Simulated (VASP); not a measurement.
# As (Pm-3m) in VASP: a series of runs, part 2 of 2

VASP 6.6.1. The steps go on from the part before.

### Step 4. Single point, r2SCAN (volume scaled by 0.88)

POSCAR

```
As
1.0
    2.5951465025      0.0000000000      0.0000000000
    0.0000000000      2.5951465025      0.0000000000
    0.0000000000      0.0000000000      2.5951465025
As
1
Direct
    0.0000000000      0.0000000000      0.0000000000
```

INCAR.step1

```
SYSTEM = As
PREC = Accurate
ENCUT = 520
ISMEAR = -1
SIGMA = 0.1
LREAL = .FALSE.
LASPH = .TRUE.
NELM = 100
NBANDS = 8
GGA = PE
ALGO = Normal
EDIFF = 1E-4
LWAVE = .TRUE.
LCHARG = .FALSE.
```

INCAR.step2

```
SYSTEM = As
PREC = Accurate
ENCUT = 520
EDIFF = 1E-6
ISMEAR = -1
SIGMA = 0.1
LREAL = .FALSE.
LASPH = .TRUE.
NELM = 100
ALGO = Normal
ISIF = 2
LWAVE = .FALSE.
LCHARG = .FALSE.
METAGGA = R2SCAN
LMIXTAU = .TRUE.
NBANDS = 8
ISTART = 1
```

KPOINTS

```
Automatic mesh
0
G
  13 13 13
  0 0 0
```

Potentials or basis: VASP PAW PBE potentials, release 64 (As).

The run is started by

```
> cat potpaw_PBE.64/As/POTCAR > POTCAR
> cp INCAR.step1 INCAR
> mpirun -np 1 vasp_std > vasp.out
> cp INCAR.step2 INCAR
> mpirun -np 1 vasp_std > vasp.out
```

OUTCAR:

```text
SYSTEM = As
   PREC = Accurate
   ENCUT = 520
   EDIFF = 1E-6
   ISMEAR = -1
   LREAL = .FALSE.
   LASPH = .TRUE.
   NELM = 100
   ISIF = 2
   METAGGA = R2SCAN
   ISTART = 1

 ion  position               nearest neighbor table
   1  0.000  0.000  0.000-

  LATTYP: Found a simple cubic cell.
 ALAT       =     2.5951465025

  Lattice vectors:

 A1 = (   2.5951465025,   0.0000000000,   0.0000000000)
 A2 = (   0.0000000000,   2.5951465025,   0.0000000000)
 A3 = (   0.0000000000,   0.0000000000,   2.5951465025)

Analysis of symmetry for initial positions (statically):
=====================================================================
 Subroutine PRICEL returns:
 Original cell was already a primitive cell.

 Routine SETGRP: Setting up the symmetry group for a
 simple cubic supercell.

 Subroutine GETGRP returns: Found 48 space group operations
 (whereof 48 operations were pure point group operations)
 out of a pool of 48 trial point group operations.

The static configuration has the point symmetry O_h .

Analysis of symmetry for dynamics (positions and initial velocities):
=====================================================================
 Subroutine PRICEL returns:
 Original cell was already a primitive cell.

 Routine SETGRP: Setting up the symmetry group for a
 simple cubic supercell.

 Subroutine GETGRP returns: Found 48 space group operations
 (whereof 48 operations were pure point group operations)
 out of a pool of 48 trial point group operations.

The dynamic configuration has the point symmetry O_h .

 Subroutine INISYM returns: Found 48 space group operations
 (whereof 48 operations are pure point group operations),
 and found     1 'primitive' translations

----------------------------------------------------------------------------------------

                                     Primitive cell

  volume of cell :      17.4778
[... 101 lines left out ...]
   EFERMI =   0.00;   METHOD = LEGACY
   ISMEAR =    -1;   SIGMA  =   0.10  broadening in eV -4-tet -1-fermi 0-gaus
   EFERMI_NEDOS =   21; number of points for ismear=-14 and -15
   IALGO  =     38    algorithm
   IMIX   =      4    mixing-type and parameters
     AMIX     =   0.40;   BMIX     =  1.00
     AMIX_MAG =   1.60;   BMIX_MAG =  1.00
  volume/ion in A,a.u.               =      17.48       117.95
  Fermi-wavevector in a.u.,A,eV,Ry     =   1.078706  2.038458 15.831819  1.163606
  Thomas-Fermi vector in A             =   2.214651
   LORBIT       =      0    0 simple, 1 ext, 2 COOP (PROOUT), +10 PAW based schemes
   METAGGA = R2SCAN    functional components
   LHFCALC =     F    Hartree Fock is set to
   AEXX    =    0.0000 exact exchange contribution
   IVDW    =     0    specifies the selected vdW correction
   LEPSILON=     F    determine dielectric tensor
   LRPA    =     F    only Hartree local field effects (RPA)
 non-spin polarized calculation
  energy-cutoff  :      520.00
  volume of cell :       17.48
 maximum number of plane-waves:       480
 NGX is ok and might be reduce to    20
   NGX =  9   NGY =  9   NGZ =  9

 number of electron       4.9999998 magnetization

 Free energy of the ion-electron system (eV)
  ---------------------------------------------------
  ext. energy  EPLUGINS =         0.00000000
  ---------------------------------------------------
  free energy    TOTEN  =       -14.47266337 eV

  energy without entropy =      -14.46455098  energy(sigma->0) =      -14.46860717

 E-fermi :   7.4311     XC(G=0): -11.4920

 val. band max:        7.3547872316   @ k =   0.3077   0.2308   0.1538
 cond. band min:       7.7264695920   @ k =   0.3846   0.2308   0.0000
 fundamental gap:      0.3716823604
 Fermi energy:         7.4310839482

 k-point     1 :       0.0000    0.0000    0.0000
  band No.  band energies     occupation
      1      -9.6242      2.00000
      2      12.1647      0.00000
      3      12.1647      0.00000
      4      12.1647      0.00000
      5      16.2907      0.00000
      6      16.2907      0.00000
      7      20.1217      0.00000
      8      34.9745      0.00000
[... 243 lines left out ...]
 k-point    24 :       0.3846    0.3077    0.0000
  band No.  band energies     occupation
      1      -4.6731      2.00000
      2       2.2794      2.00000
      3       5.3197      2.00000
      4      13.8314      0.00000
      5      16.2209      0.00000
      6      22.5213      0.00000
      7      26.0680      0.00000
      8      27.8679      0.00000

 [... further k-points ...]
[... 5 lines left out ...]
  --------------------------------------------------------------------------------------
  -------------------------------------------------------------------------------------
  Total        1.6350853      1.6350853      1.6350853      0.0000000     -0.0000000      0.0000000
  in kB      149.8874831    149.8874831    149.8874831      0.0000000     -0.0000000      0.0000000
  external PRESSURE =     149.8874831 kB  Pullay stress =       0.0000000 kB

 VOLUME and BASIS-vectors are now :
 -----------------------------------------------------------------------------
  energy-cutoff  :      520.00
  volume of cell :       17.48
      direct lattice vectors                 reciprocal lattice vectors
     2.595146503  0.000000000  0.000000000     0.385334700  0.000000000  0.000000000
     0.000000000  2.595146503  0.000000000     0.000000000  0.385334700  0.000000000
     0.000000000  0.000000000  2.595146503     0.000000000  0.000000000  0.385334700

 POSITION                                       TOTAL-FORCE (eV/Angst)
 -----------------------------------------------------------------------------------
      0.00000      0.00000      0.00000         0.000000      0.000000      0.000000
 -----------------------------------------------------------------------------------
    total drift:                                0.000000      0.000000      0.000000

  FREE ENERGIE OF THE ION-ELECTRON SYSTEM (eV)
  ---------------------------------------------------
  free  energy   TOTEN  =       -14.4726633693 eV

  energy  without entropy=      -14.4645509761  energy(sigma->0) =      -14.46860717
```

OSZICAR.step1:

```text
N       E                     dE             d eps       ncg     rms          rms(c)
DAV:   1     0.255098240113E+01    0.25510E+01   -0.22671E+03  1360   0.485E+02
DAV:   2    -0.437021264479E+01   -0.69212E+01   -0.65933E+01  1896   0.512E+01
DAV:   3    -0.443964918355E+01   -0.69437E-01   -0.69351E-01  1536   0.536E+00
DAV:   4    -0.443970544878E+01   -0.56265E-04   -0.56265E-04  2120   0.171E-01
DAV:   5    -0.443970546692E+01   -0.18141E-07   -0.17805E-07  1472   0.186E-03    0.272E+00
DAV:   6    -0.443855003204E+01    0.11554E-02   -0.93954E-04  1600   0.228E-01    0.164E+00
DAV:   7    -0.443869156055E+01   -0.14153E-03   -0.21251E-03  1432   0.365E-01    0.780E-02
DAV:   8    -0.443873961029E+01   -0.48050E-04   -0.52042E-05  1624   0.484E-02
   1 F= -.44387396E+01 E0= -.44344505E+01  d E =-.857818E-02
```

Run time: 46 s. Hardware: 1 thread of Intel Xeon 8259CL, shared host; peak memory 0.13 GiB.

What came out:

| Quantity | Value |
| --- | --- |
| Free energy | -14.4727 eV |
| Pressure | 15.0 GPa |

Caveat: the PAW data sets were made with another functional, which shifts forces and pressure a little.

### Step 5. Single point, r2SCAN (volume scaled by 0.92)

POSCAR

```
As
1.0
    2.6338857437      0.0000000000      0.0000000000
    0.0000000000      2.6338857437      0.0000000000
    0.0000000000      0.0000000000      2.6338857437
As
1
Direct
    0.0000000000      0.0000000000      0.0000000000
```

INCAR.step1

```
PREC = Accurate
ENCUT = 520
ISMEAR = -1
SIGMA = 0.1
LREAL = F
LASPH = T
NELM = 80
NBANDS = 8
GGA = PE
ALGO = Normal
EDIFF = 1E-4
LWAVE = T
LCHARG = F
```

INCAR.step2

```
PREC = Accurate
ENCUT = 520
EDIFF = 1E-7
ISMEAR = -1
SIGMA = 0.1
LREAL = F
LASPH = T
NELM = 80
ALGO = Normal
ISIF = 2
LWAVE = F
LCHARG = F
METAGGA = R2SCAN
LMIXTAU = T
NBANDS = 8
ISTART = 1
```

KPOINTS

```
regular mesh
0
Gamma
  13 13 13
```

Potentials or basis: VASP PAW PBE potentials, release 64 (As).

The run is started by

```
> cat potpaw_PBE.64/As/POTCAR > POTCAR
> cp INCAR.step1 INCAR
> mpirun -np 1 vasp_std > vasp.out
> cp INCAR.step2 INCAR
> mpirun -np 1 vasp_std > vasp.out
```

OUTCAR:

```text
PREC = Accurate
   ENCUT = 520
   EDIFF = 1E-7
   ISMEAR = -1
   LREAL = F
   LASPH = T
   NELM = 80
   ISIF = 2
   METAGGA = R2SCAN
   ISTART = 1

 ion  position               nearest neighbor table
   1  0.000  0.000  0.000-

  LATTYP: Found a simple cubic cell.
 ALAT       =     2.6338857437

  Lattice vectors:

 A1 = (   2.6338857437,   0.0000000000,   0.0000000000)
 A2 = (   0.0000000000,   2.6338857437,   0.0000000000)
 A3 = (   0.0000000000,   0.0000000000,   2.6338857437)

Analysis of symmetry for initial positions (statically):
=====================================================================
 Subroutine PRICEL returns:
 Original cell was already a primitive cell.

 Routine SETGRP: Setting up the symmetry group for a
 simple cubic supercell.

 Subroutine GETGRP returns: Found 48 space group operations
 (whereof 48 operations were pure point group operations)
 out of a pool of 48 trial point group operations.

The static configuration has the point symmetry O_h .

[... 152 lines left out ...]
  ext. energy  EPLUGINS =         0.00000000
  ---------------------------------------------------
  free energy    TOTEN  =       -14.53129467 eV

  energy without entropy =      -14.52354445  energy(sigma->0) =      -14.52741956

 E-fermi :   6.8515     XC(G=0): -11.2836

 val. band max:        6.7969512847   @ k =   0.3077   0.2308   0.1538
 cond. band min:       7.0259496303   @ k =   0.3077   0.3077   0.3077
 fundamental gap:      0.2289983457
 Fermi energy:         6.8514860806

 k-point     1 :       0.0000    0.0000    0.0000
  band No.  band energies     occupation
      1      -9.7227      2.00000
      2      11.4104      0.00000
      3      11.4104      0.00000
      4      11.4104      0.00000
      5      15.6939      0.00000
      6      15.6939      0.00000
      7      19.1099      0.00000
      8      33.7911      0.00000
[... 243 lines left out ...]
 k-point    24 :       0.3846    0.3077    0.0000
  band No.  band energies     occupation
      1      -5.0042      2.00000
      2       1.9475      2.00000
      3       4.8132      2.00000
      4      13.3076      0.00000
      5      15.2145      0.00000
      6      21.6249      0.00000
      7      25.1642      0.00000
      8      26.9227      0.00000

 [... further k-points ...]
[... 5 lines left out ...]
  --------------------------------------------------------------------------------------
  -------------------------------------------------------------------------------------
  Total        1.0088811      1.0088811      1.0088811      0.0000000     -0.0000000      0.0000000
  in kB       88.4626130     88.4626130     88.4626130      0.0000000     -0.0000000      0.0000000
  external PRESSURE =      88.4626130 kB  Pullay stress =       0.0000000 kB

 VOLUME and BASIS-vectors are now :
 -----------------------------------------------------------------------------
  energy-cutoff  :      520.00
  volume of cell :       18.27
      direct lattice vectors                 reciprocal lattice vectors
     2.633885744  0.000000000  0.000000000     0.379667190  0.000000000  0.000000000
     0.000000000  2.633885744  0.000000000     0.000000000  0.379667190  0.000000000
     0.000000000  0.000000000  2.633885744     0.000000000  0.000000000  0.379667190

 POSITION                                       TOTAL-FORCE (eV/Angst)
 -----------------------------------------------------------------------------------
      0.00000      0.00000      0.00000         0.000000      0.000000      0.000000
 -----------------------------------------------------------------------------------
    total drift:                               -0.000000      0.000000      0.000000

  FREE ENERGIE OF THE ION-ELECTRON SYSTEM (eV)
  ---------------------------------------------------
  free  energy   TOTEN  =       -14.5312946738 eV

  energy  without entropy=      -14.5235444478  energy(sigma->0) =      -14.52741956
```

OUTCAR.step1:

```text
PREC = Accurate
   ENCUT = 520
   ISMEAR = -1
   LREAL = F
   LASPH = T
   NELM = 80
[... 478 lines left out ...]

 POSITION                                       TOTAL-FORCE (eV/Angst)
 -----------------------------------------------------------------------------------
      0.00000      0.00000      0.00000         0.000000      0.000000      0.000000
 -----------------------------------------------------------------------------------
    total drift:                               -0.000000     -0.000000      0.000000

  FREE ENERGIE OF THE ION-ELECTRON SYSTEM (eV)
  ---------------------------------------------------
  free  energy   TOTEN  =        -4.5102044239 eV

  energy  without entropy=       -4.5018638647  energy(sigma->0) =       -4.50603414
```

OSZICAR.step1:

```text
N       E                     dE             d eps       ncg     rms          rms(c)
DAV:   1     0.279352323060E+01    0.27935E+01   -0.21905E+03  1360   0.478E+02
DAV:   2    -0.443711053310E+01   -0.72306E+01   -0.68737E+01  1792   0.512E+01
DAV:   3    -0.450865158845E+01   -0.71541E-01   -0.71533E-01  1616   0.563E+00
DAV:   4    -0.450871200419E+01   -0.60416E-04   -0.60415E-04  2016   0.186E-01
DAV:   5    -0.450871203347E+01   -0.29284E-07   -0.29464E-07  1536   0.251E-03    0.249E+00
DAV:   6    -0.450922241182E+01   -0.51038E-03   -0.65386E-04  1632   0.207E-01    0.149E+00
DAV:   7    -0.451015207999E+01   -0.92967E-03   -0.16618E-03  1480   0.336E-01    0.810E-02
DAV:   8    -0.451020442395E+01   -0.52344E-04   -0.47943E-05  1648   0.493E-02
   1 F= -.45102044E+01 E0= -.45060341E+01  d E =-.834056E-02
```

Run time: 52 s. Hardware: 1 thread of Intel Xeon 8259CL, shared host; peak memory 0.13 GiB.

Results:

```
Free energy : -14.5313 eV
Pressure    : 8.8 GPa
```

Levels at points of the mesh, in eV from the Fermi level:
```
           k point  band 1  band 2  band 3  band 4  band 5  band 6  band 7
(0.00, 0.00, 0.00)  -16.57    4.56    4.56    4.56    8.84    8.84   12.26
```

Caveat: the PAW data sets were made with another functional, which shifts forces and pressure a little.

### Step 6. The runs side by side

```tsv
level	cell	k mesh	cutoff (eV)	grid for exact exchange (PRECFOCK)	gap on the mesh (eV)	pressure (GPa)
r2SCAN0	a = 2.708 Å, 1 atom	6 × 6 × 6	520	Normal	none	-3.6
r2SCAN	a = 2.708 Å, 1 atom	6 × 6 × 6	550	-	none	0.5
r2SCAN	a = 2.595 Å, 1 atom	13 × 13 × 13	520	-	none	15.0
r2SCAN	a = 2.634 Å, 1 atom	13 × 13 × 13	520	-	none	8.8
```

Alike in all rows: task single point; potentials or basis VASP PAW PBE potentials, release 64 (As); no spin polarisation; smearing fermi-dirac 0.1 eV.

Caveats: some runs use coarse meshes; the PAW data sets were made with another functional, which shifts forces and pressure a little.

Total energies depend on the potentials used, so only differences within one code and one set of settings carry meaning.
